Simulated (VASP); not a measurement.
# Na3OF (Pm-3m) in VASP: notebook, part 3 of 3

VASP 6.6.1.

### Step 5. Single point, r2SCAN

This run uses another cell than the first one, of 16.43 Å³/atom.

The input, POSCAR:

```
Na3OF
1.0
    4.3468197333      0.0000000000      0.0000000000
    0.0000000000      4.3468197333      0.0000000000
    0.0000000000      0.0000000000      4.3468197333
F O Na
1 1 3
Direct
    0.0000000000      0.0000000000      0.0000000000
    0.5000000000      0.5000000000      0.5000000000
    0.5000000000      0.5000000000      0.0000000000
    0.5000000000      0.0000000000      0.5000000000
    0.0000000000      0.5000000000      0.5000000000
```

The input, INCAR.step1:

```
SYSTEM = Na3OF
ALGO     = Normal         ! electronic algorithm
EDIFF    = 1E-4           ! SCF threshold, eV
ENCUT    = 520            ! plane-wave cutoff, eV
GGA      = PE             ! functional
ISMEAR   = 0              ! smearing method
LASPH    = .TRUE.         ! aspherical terms in the spheres
LCHARG   = .FALSE.        ! write CHGCAR
LREAL    = .FALSE.        ! projectors in reciprocal space
LWAVE    = .TRUE.         ! write WAVECAR
NBANDS   = 25             ! bands
NELM     = 60             ! most SCF steps
PREC     = Accurate       ! precision mode
SIGMA    = 0.01           ! smearing width, eV
```

The input, INCAR.step2:

```
SYSTEM = Na3OF
ALGO     = Normal         ! electronic algorithm
EDIFF    = 1E-6           ! SCF threshold, eV
ENCUT    = 520            ! plane-wave cutoff, eV
ISIF     = 2              ! what is computed and relaxed
ISMEAR   = 0              ! smearing method
ISTART   = 1            
LASPH    = .TRUE.         ! aspherical terms in the spheres
LCHARG   = .FALSE.        ! write CHGCAR
LMIXTAU  = .TRUE.       
LREAL    = .FALSE.        ! projectors in reciprocal space
LWAVE    = .FALSE.        ! write WAVECAR
METAGGA  = R2SCAN         ! meta-GGA
NBANDS   = 25             ! bands
NELM     = 60             ! most SCF steps
PREC     = Accurate       ! precision mode
SIGMA    = 0.01           ! smearing width, eV
```

The input, KPOINTS:

```
k-points
0
G
  6 6 6
  0 0 0
```

Potentials or basis: VASP PAW PBE potentials, release 64 (F, O, Na_pv).

The run is started by

```console
$ cat potpaw_PBE.64/F/POTCAR potpaw_PBE.64/O/POTCAR potpaw_PBE.64/Na_pv/POTCAR > POTCAR
$ cp INCAR.step1 INCAR
$ mpirun -np 1 vasp_std > vasp.out
$ cp INCAR.step2 INCAR
$ mpirun -np 1 vasp_std > vasp.out
```

OUTCAR:

```text
SYSTEM = Na3OF
   EDIFF = 1E-6
   ENCUT = 520
   ISIF = 2
   ISMEAR = 0
   ISTART = 1
   LASPH = .TRUE.
   LREAL = .FALSE.
   METAGGA = R2SCAN
   NELM = 60
   PREC = Accurate

 ion  position               nearest neighbor table
   1  0.000  0.000  0.000-
   2  0.500  0.500  0.500-   3 2.17   4 2.17   5 2.17   3 2.17   4 2.17   5 2.17
   3  0.500  0.500  0.000-   2 2.17   2 2.17
   4  0.500  0.000  0.500-   2 2.17   2 2.17
   5  0.000  0.500  0.500-   2 2.17   2 2.17

  LATTYP: Found a simple cubic cell.
 ALAT       =     4.3468197333

  Lattice vectors:

 A1 = (   4.3468197333,   0.0000000000,   0.0000000000)
 A2 = (   0.0000000000,   4.3468197333,   0.0000000000)
 A3 = (   0.0000000000,   0.0000000000,   4.3468197333)

Analysis of symmetry for initial positions (statically):
=====================================================================
 Subroutine PRICEL returns:
 Original cell was already a primitive cell.

 Routine SETGRP: Setting up the symmetry group for a
 simple cubic supercell.

 Subroutine GETGRP returns: Found 48 space group operations
 (whereof 48 operations were pure point group operations)
 out of a pool of 48 trial point group operations.

The static configuration has the point symmetry O_h .

Analysis of symmetry for dynamics (positions and initial velocities):
=====================================================================
 Subroutine PRICEL returns:
 Original cell was already a primitive cell.

 Routine SETGRP: Setting up the symmetry group for a
 simple cubic supercell.

 Subroutine GETGRP returns: Found 48 space group operations
 (whereof 48 operations were pure point group operations)
 out of a pool of 48 trial point group operations.

The dynamic configuration has the point symmetry O_h .
[... 115 lines left out ...]
   ISMEAR =     0;   SIGMA  =   0.01  broadening in eV -4-tet -1-fermi 0-gaus
   EFERMI_NEDOS =   21; number of points for ismear=-14 and -15
   IALGO  =     38    algorithm
   IMIX   =      4    mixing-type and parameters
     AMIX     =   0.40;   BMIX     =  1.00
     AMIX_MAG =   1.60;   BMIX_MAG =  1.00
  volume/ion in A,a.u.               =      16.43       110.85
  Fermi-wavevector in a.u.,A,eV,Ry     =   1.220102  2.305659 20.254301  1.488649
  Thomas-Fermi vector in A             =   2.355331
   LORBIT       =      0    0 simple, 1 ext, 2 COOP (PROOUT), +10 PAW based schemes
   METAGGA = R2SCAN    functional components
   LHFCALC =     F    Hartree Fock is set to
   AEXX    =    0.0000 exact exchange contribution
   IVDW    =     0    specifies the selected vdW correction
   LEPSILON=     F    determine dielectric tensor
   LRPA    =     F    only Hartree local field effects (RPA)
 non-spin polarized calculation
 Gauss-broadening in eV      SIGMA  =   0.01
  energy-cutoff  :      520.00
  volume of cell :       82.13
 maximum number of plane-waves:      2272
   NGX = 17   NGY = 17   NGZ = 17

 number of electron      33.9999961 magnetization

 Free energy of the ion-electron system (eV)
  ---------------------------------------------------
  ext. energy  EPLUGINS =         0.00000000
  ---------------------------------------------------
  free energy    TOTEN  =       -28.62471340 eV

  energy without entropy =      -28.62471340  energy(sigma->0) =      -28.62471340

 E-fermi :  -0.6443     XC(G=0):  -8.4906

 val. band max:       -0.6912383272   @ k =   0.0000   0.0000   0.0000
 cond. band min:       1.7343135371   @ k =   0.0000   0.0000   0.0000
 fundamental gap:      2.4255518642
 Fermi energy:        -0.6442745541

 k-point     1 :       0.0000    0.0000    0.0000
  band No.  band energies     occupation
      1     -23.4941      2.00000
      2     -23.4941      2.00000
      3     -23.4941      2.00000
      4     -23.4413      2.00000
      5     -23.4413      2.00000
      6     -23.4413      2.00000
[... 549 lines left out ...]
     24       9.0565      0.00000
     25      10.9918      0.00000

------------------------ aborting loop because EDIFF is reached ----------------------------------------

  FORCE on cell =-STRESS in cart. coord.  units (eV):
  Direction    XX          YY          ZZ          XY          YZ          ZX
  --------------------------------------------------------------------------------------
  -------------------------------------------------------------------------------------
  Total       -0.1116439     -0.1116439     -0.1116439     -0.0000000     -0.0000000      0.0000000
  in kB       -2.1778628     -2.1778628     -2.1778628     -0.0000000     -0.0000000      0.0000000
  external PRESSURE =      -2.1778628 kB  Pullay stress =       0.0000000 kB

 VOLUME and BASIS-vectors are now :
 -----------------------------------------------------------------------------
  energy-cutoff  :      520.00
  volume of cell :       82.13
      direct lattice vectors                 reciprocal lattice vectors
     4.346819733  0.000000000  0.000000000     0.230053248  0.000000000  0.000000000
     0.000000000  4.346819733  0.000000000     0.000000000  0.230053248  0.000000000
     0.000000000  0.000000000  4.346819733     0.000000000  0.000000000  0.230053248

 POSITION                                       TOTAL-FORCE (eV/Angst)
 -----------------------------------------------------------------------------------
      0.00000      0.00000      0.00000         0.000000      0.000000      0.000000
      2.17341      2.17341      2.17341         0.000000      0.000000      0.000000
      2.17341      2.17341      0.00000         0.000000      0.000000      0.000000
      2.17341      0.00000      2.17341         0.000000      0.000000      0.000000
      0.00000      2.17341      2.17341         0.000000      0.000000      0.000000
 -----------------------------------------------------------------------------------
    total drift:                                0.000000     -0.000000     -0.000000

  FREE ENERGIE OF THE ION-ELECTRON SYSTEM (eV)
  ---------------------------------------------------
  free  energy   TOTEN  =       -28.6247133966 eV

  energy  without entropy=      -28.6247133966  energy(sigma->0) =      -28.62471340
```

Run time: 41 s. Hardware: 1 thread of Intel Xeon 6975P-C (Granite Rapids), shared host; peak memory 0.2 GiB.

What came out:

```
Free energy            : -28.6247 eV
Pressure               : -0.2 GPa
Band gap on the k mesh : 2.43 eV
```

Levels at points of the mesh, in eV from the valence-band top:
| k point | band 15 | band 16 | band 17 | band 18 | band 19 | band 20 |
| --- | --- | --- | --- | --- | --- | --- |
| (0.00, 0.00, 0.00) | 0.00 | 0.00 | 0.00 | 2.43 | 8.11 | 8.11 |
| (0.50, 0.00, 0.00) | -0.76 | -0.05 | -0.05 | 5.00 | 5.34 | 9.00 |
| (0.50, 0.50, 0.00) | -0.49 | -0.49 | -0.04 | 5.73 | 7.14 | 7.14 |
| (0.50, 0.50, 0.50) | -0.60 | -0.60 | -0.60 | 7.26 | 7.26 | 7.26 |

Caveat: the PAW data sets were made with another functional, which shifts forces and pressure a little. A k mesh can miss the band edges.

### Step 6. Single point, r2SCAN (16.92 Å³/atom)

This run uses another cell than the first one, of 16.92 Å³/atom.

POSCAR, as its differences from that of step 5:

```diff
@@ -2,5 +2,5 @@
 1.0
-    4.3468197333      0.0000000000      0.0000000000
-    0.0000000000      4.3468197333      0.0000000000
-    0.0000000000      0.0000000000      4.3468197333
+    4.3898603516      0.0000000000      0.0000000000
+    0.0000000000      4.3898603516      0.0000000000
+    0.0000000000      0.0000000000      4.3898603516
 F O Na
```

The input, INCAR.step1:

```
ALGO = Normal ; EDIFF = 1E-4
ENCUT = 520 ; GGA = PE
ISMEAR = 0 ; LASPH = True
LCHARG = False ; LREAL = False
LWAVE = True ; NBANDS = 25
NELM = 100 ; PREC = Accurate
SIGMA = 0.01
```

The input, INCAR.step2:

```
ALGO = Normal ; EDIFF = 1E-6
ENCUT = 520 ; ISIF = 2
ISMEAR = 0 ; ISTART = 1
LASPH = True ; LCHARG = False
LMIXTAU = True ; LREAL = False
LWAVE = False ; METAGGA = R2SCAN
NBANDS = 25 ; NELM = 100
PREC = Accurate ; SIGMA = 0.01
```

The input, KPOINTS:

```
k-points
0
Gamma
  6 6 6
```

Potentials or basis: VASP PAW PBE potentials, release 64 (F, O, Na_pv).

The run is started by

```console
$ cat potpaw_PBE.64/F/POTCAR potpaw_PBE.64/O/POTCAR potpaw_PBE.64/Na_pv/POTCAR > POTCAR
$ cp INCAR.step1 INCAR
$ mpirun -np 1 vasp_std > vasp.out
$ cp INCAR.step2 INCAR
$ mpirun -np 1 vasp_std > vasp.out
```

Run time: 64 s. Hardware: 1 thread of Intel Xeon 6975P-C (Granite Rapids), shared host; peak memory 0.22 GiB.

The run converged. Its results:

```yaml
Free_energy: -28.6135 eV
Pressure: -1.0 GPa
Band_gap_on_the_k_mesh: 2.38 eV
```

Levels at points of the mesh, in eV from the valence-band top:
```tsv
k point	band 15	band 16	band 17	band 18	band 19	band 20
(0.00, 0.00, 0.00)	0.00	0.00	0.00	2.38	8.02	8.02
(0.50, 0.00, 0.00)	-0.74	-0.04	-0.04	4.93	5.22	8.91
(0.50, 0.50, 0.00)	-0.46	-0.46	-0.03	5.66	7.02	7.02
(0.50, 0.50, 0.50)	-0.57	-0.57	-0.57	7.15	7.15	7.15
```

Caveat: the PAW data sets were made with another functional, which shifts forces and pressure a little.

### Step 7. Single point, r2SCAN (17.41 Å³/atom)

This run uses another cell than the first one, of 17.41 Å³/atom.

POSCAR, as its differences from that of step 6:

```diff
@@ -2,5 +2,5 @@
 1.0
-    4.3898603516      0.0000000000      0.0000000000
-    0.0000000000      4.3898603516      0.0000000000
-    0.0000000000      0.0000000000      4.3898603516
+    4.4320731368      0.0000000000      0.0000000000
+    0.0000000000      4.4320731368      0.0000000000
+    0.0000000000      0.0000000000      4.4320731368
 F O Na
```

The input, INCAR.step1:

```
SYSTEM = Na3OF
PREC     = Accurate       ! precision mode
ENCUT    = 520            ! plane-wave cutoff, eV
ISMEAR   = 0              ! smearing method
SIGMA    = 0.01           ! smearing width, eV
LREAL    = .FALSE.        ! projectors in reciprocal space
LASPH    = .TRUE.         ! aspherical terms in the spheres
NELM     = 80             ! most SCF steps
NBANDS   = 25             ! bands
GGA      = PE             ! functional
ALGO     = Normal         ! electronic algorithm
EDIFF    = 1E-4           ! SCF threshold, eV
LWAVE    = .TRUE.         ! write WAVECAR
LCHARG   = .FALSE.        ! write CHGCAR
```

The input, INCAR.step2:

```
SYSTEM = Na3OF
PREC     = Accurate       ! precision mode
ENCUT    = 520            ! plane-wave cutoff, eV
EDIFF    = 1E-6           ! SCF threshold, eV
ISMEAR   = 0              ! smearing method
SIGMA    = 0.01           ! smearing width, eV
LREAL    = .FALSE.        ! projectors in reciprocal space
LASPH    = .TRUE.         ! aspherical terms in the spheres
NELM     = 80             ! most SCF steps
ALGO     = Normal         ! electronic algorithm
ISIF     = 2              ! what is computed and relaxed
LWAVE    = .FALSE.        ! write WAVECAR
LCHARG   = .TRUE.         ! write CHGCAR
METAGGA  = R2SCAN         ! meta-GGA
LMIXTAU  = .TRUE.       
LELF     = .TRUE.         ! ELF
LVHAR    = .TRUE.       
NBANDS   = 25             ! bands
ISTART   = 1
```

The input, KPOINTS:

```
Automatic mesh
0
G
  6 6 6
  0 0 0
```

The run is started by

```console
$ cat potpaw_PBE.64/F/POTCAR potpaw_PBE.64/O/POTCAR potpaw_PBE.64/Na_pv/POTCAR > POTCAR
$ cp INCAR.step1 INCAR
$ mpirun -np 1 vasp_std > vasp.out
$ cp INCAR.step2 INCAR
$ mpirun -np 1 vasp_std > vasp.out
```

Run time: 64 s. Hardware: 1 thread of Intel Xeon 6975P-C (Granite Rapids), shared host; peak memory 0.22 GiB.

Results (log left out):

| Item | Value |
| --- | --- |
| Free energy | -28.5903 eV |
| Pressure | -2.0 GPa |
| Band gap on the k mesh | 2.34 eV |

Levels at points of the mesh, in eV from the valence-band top:
| k point | band 13 | band 14 | band 15 | band 16 | band 17 | band 18 | band 19 | band 20 | band 21 | band 22 |
| --- | --- | --- | --- | --- | --- | --- | --- | --- | --- | --- |
| (0.00, 0.00, 0.00) | -2.36 | -2.36 | 0.00 | 0.00 | 0.00 | 2.34 | 7.93 | 7.93 | 10.47 | 10.47 |
| (0.50, 0.00, 0.00) | -2.33 | -2.33 | -0.71 | -0.04 | -0.04 | 4.86 | 5.11 | 8.82 | 10.31 | 10.31 |
| (0.50, 0.50, 0.00) | -2.62 | -2.32 | -0.44 | -0.44 | -0.03 | 5.59 | 6.90 | 6.90 | 7.27 | 10.52 |
| (0.50, 0.50, 0.50) | -2.50 | -2.50 | -0.54 | -0.54 | -0.54 | 7.04 | 7.04 | 7.04 | 8.90 | 8.90 |

Caveat: the PAW data sets were made with another functional, which shifts forces and pressure a little. A k mesh can miss the band edges.

### Step 8. Summary

```csv
level,cell,gap on the mesh (eV),pressure (GPa)
PBE,"a = 4.494 Å, 5 atoms",1.85,-1.7
r2SCAN,"a = 4.258 Å, 5 atoms",2.52,2.9
r2SCAN,"a = 4.303 Å, 5 atoms",2.47,1.3
r2SCAN,"a = 4.347 Å, 5 atoms",2.43,-0.2
r2SCAN,"a = 4.390 Å, 5 atoms",2.38,-1.0
r2SCAN,"a = 4.432 Å, 5 atoms",2.34,-2.0
```

Alike in all rows: task single point; potentials or basis VASP PAW PBE potentials, release 64 (F, O, Na_pv); no spin polarisation; k mesh 6 × 6 × 6; cutoff (eV) 520; smearing gaussian 0.01 eV.

Caveats: the PAW data sets were made with another functional, which shifts forces and pressure a little (at least some runs).

Absolute energies hang on the potentials; compare differences alone.
